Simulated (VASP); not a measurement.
# Al32O (a cell with a defect): single point with PBE+D3(BJ)

System: Al32O (a cell with a defect).

```
Al O
1.0
     8.10000    0.00000    0.00000
     0.00000    8.10000    0.00000
     0.00000    0.00000    8.10000
Al O
32 1
Cartesian
  4.0653 0.0138 -0.0329
  6.0713 2.0456 -0.1128
  6.0834 0.0160 1.9849
  0.0141 0.0475 -0.0138
  2.0856 2.0747 -0.0710
  4.0710 4.1006 -0.0271
  6.1084 6.1199 -0.0123
  2.0778 -0.0378 2.0201
  3.9838 2.0454 1.9727
  6.0363 4.0829 1.9379
  4.0840 0.0474 4.0164
  6.0332 1.9805 4.2469
  6.1182 -0.0372 6.0800
  0.0160 4.0679 -0.0437
  2.0496 6.1213 -0.0152
  0.2455 1.9805 1.9351
  2.0510 4.1325 2.0132
  4.0857 6.1199 2.0102
  0.0550 -0.0543 4.0570
  2.0566 2.0607 4.0621
  4.0534 4.0683 4.0185
  6.1019 6.0889 4.0141
  2.0721 0.0242 6.0744
  4.0275 2.0746 6.0879
  6.1113 4.1323 6.0536
  0.0119 6.0887 2.0037
  0.0844 4.1487 4.0862
  2.1090 6.1297 4.0485
  0.0598 2.0606 6.0593
  2.0838 4.1136 6.0862
  4.0829 6.1214 6.0519
  0.0462 6.1297 6.1113
  -1.1102 2.7895 2.8907
```

```json
{"Program": "VASP 6.6.1", "Task": "single point", "Functional": "PBE", "Dispersion": "D3(BJ)", "Potentials or basis": "VASP PAW PBE potentials, release 64 (Al, O)", "Cutoff": "520 eV", "k mesh": "3 × 3 × 3", "Occupations": "fermi-dirac, width 0.1 eV", "Spin": "no spin polarisation"}
```

* Pressure: -2.4 GPa
* Largest force: 1.066 eV/Å
* Band gap on the k mesh: zero (bands 51 and 52 overlap by 0.36 eV)
* Dispersion energy per atom: -0.331 eV

Forces on the atoms (eV/Å):
```
Al  -0.015 -0.020 -0.018
Al   0.029 -0.022  0.110
Al   0.008 -0.106  0.013
Al   0.020 -0.061 -0.024
Al   0.001 -0.011  0.025
Al  -0.036 -0.014 -0.034
Al   0.007 -0.001 -0.039
Al   0.030  0.007  0.002
Al   0.111 -0.027  0.034
Al  -0.105  0.136 -0.105
Al  -0.026 -0.059  0.020
Al  -0.057 -0.119 -0.158
Al   0.000  0.006  0.031
Al   0.017  0.001 -0.027
Al   0.015 -0.006 -0.001
Al  -0.148 -0.124 -0.063
Al   0.014 -0.074 -0.013
Al  -0.041 -0.002  0.011
Al  -0.058  0.042 -0.060
Al   0.027 -0.028 -0.033
Al  -0.024  0.002  0.013
Al   0.001 -0.022  0.020
Al  -0.012  0.000 -0.013
Al   0.027 -0.004  0.001
Al  -0.016 -0.073  0.015
Al   0.021 -0.015 -0.002
Al  -0.109 -0.182 -0.111
Al  -0.045 -0.016 -0.003
Al  -0.033 -0.027  0.025
Al  -0.023 -0.021 -0.030
Al  -0.004 -0.004  0.015
Al  -0.005 -0.019 -0.049
O    0.431  0.865  0.451
```

Stress tensor (GPa, compression positive):
```
-2.33 -0.11 -0.04
-0.11 -2.56 -0.11
-0.04 -0.11 -2.33
```

Levels at points of the mesh, in eV from the Fermi level:
```csv
k point,band 49,band 50,band 51,band 52,band 53,band 54
"(0.00, 0.00, 0.00)",0.09,0.09,0.19,0.29,0.35,0.43
```

Wall time 44 min on 1 thread of Intel Xeon 8259CL, with other jobs on the host, peak memory 0.68 GiB.
